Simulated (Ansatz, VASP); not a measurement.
**SiO2: VASP beside Ansatz**

INCAR

```
SYSTEM = SiO2
PREC = Accurate
ENCUT = 520
EDIFF = 1E-7
ISMEAR = -1
SIGMA = 0.02
LREAL = .False.
LASPH = .True.
NELM = 100
ALGO = Normal
ISIF = 2
LWAVE = .False.
LCHARG = .False.
GGA = PE
IBRION = 2
NSW = 80
EDIFFG = -0.02
```

The input KPOINTS:

```
regular mesh
0
Gamma
  4 4 3
  0 0 0
```

POSCAR

```
SiO2
1.0
    4.9890000000      0.0000000000      0.0000000000
    0.0000000000      4.9890000000      0.0000000000
    0.0000000000      0.0000000000      6.9910000000
Si O
4 8
Direct
    0.2976700000      0.2976700000      0.0000000000
    0.2023300000      0.7976700000      0.2500000000
    0.7023300000      0.7023300000      0.5000000000
    0.7976700000      0.2023300000      0.7500000000
    0.2410200000      0.0999400000      0.1760200000
    0.4000600000      0.7410200000      0.4260200000
    0.7589800000      0.9000600000      0.6760200000
    0.5999400000      0.2589800000      0.9260200000
    0.7410200000      0.4000600000      0.5739800000
    0.9000600000      0.7589800000      0.3239800000
    0.2589800000      0.5999400000      0.0739800000
    0.0999400000      0.2410200000      0.8239800000
```

Input for Ansatz:

```yaml
crystal:
  lattice:
    - [4.989, 0.0, 0.0]
    - [0.0, 4.989, 0.0]
    - [0.0, 0.0, 6.991]
  atoms:
    - { symbol: Si, position: [0.29767, 0.29767, 0.0] }
    - { symbol: Si, position: [0.20233, 0.79767, 0.25] }
    - { symbol: Si, position: [0.70233, 0.70233, 0.5] }
    - { symbol: Si, position: [0.79767, 0.20233, 0.75] }
    - { symbol: O, position: [0.24102, 0.09994, 0.17602] }
    - { symbol: O, position: [0.40006, 0.74102, 0.42602] }
    - { symbol: O, position: [0.75898, 0.90006, 0.67602] }
    - { symbol: O, position: [0.59994, 0.25898, 0.92602] }
    - { symbol: O, position: [0.74102, 0.40006, 0.57398] }
    - { symbol: O, position: [0.90006, 0.75898, 0.32398] }
    - { symbol: O, position: [0.25898, 0.59994, 0.07398] }
    - { symbol: O, position: [0.09994, 0.24102, 0.82398] }
kpoints:
  mp_grid: { grid: [4, 4, 3] }
scf:
  occupations: { method: fermi_dirac, width: 0.02 }
hamiltonian:
  xc: pbe
  pseudopotentials: { kind: paw }
output:
  forces: true
  stress: true
  populations: true
  efg: { quadrupole_moments_barn: { O: -0.02558 }, contact_densities: true }
  write_density: true
  write_potential: true
  elf: true
  volumetric_format: npy
relax:
  f_tol: 0.02
  max_steps: 60
```

Alike in both runs: task relaxation of the atoms; functional PBE; k mesh 4 × 4 × 3; occupations fermi-dirac, width 0.02 eV; no spin polarisation.

|  | VASP | Ansatz |
| --- | --- | --- |
| version | VASP 6.6.1 | Ansatz 0.2.0 |
| potentials or method | VASP PAW PBE potentials, release 64 (Si, O) | plane-wave PAW, scalar-relativistic |
| plane-wave cutoff (eV) | 520 | 420 |
| valence electrons in the cell | 64 | 64 |

|  | VASP | Ansatz | Ansatz less VASP |
| --- | --- | --- | --- |
| gap on the k mesh at the Fermi level, each at its own relaxed structure (eV) | 5.60 | 5.60 | -0.001 |

Ansatz's warnings: stress scf threshold loose.
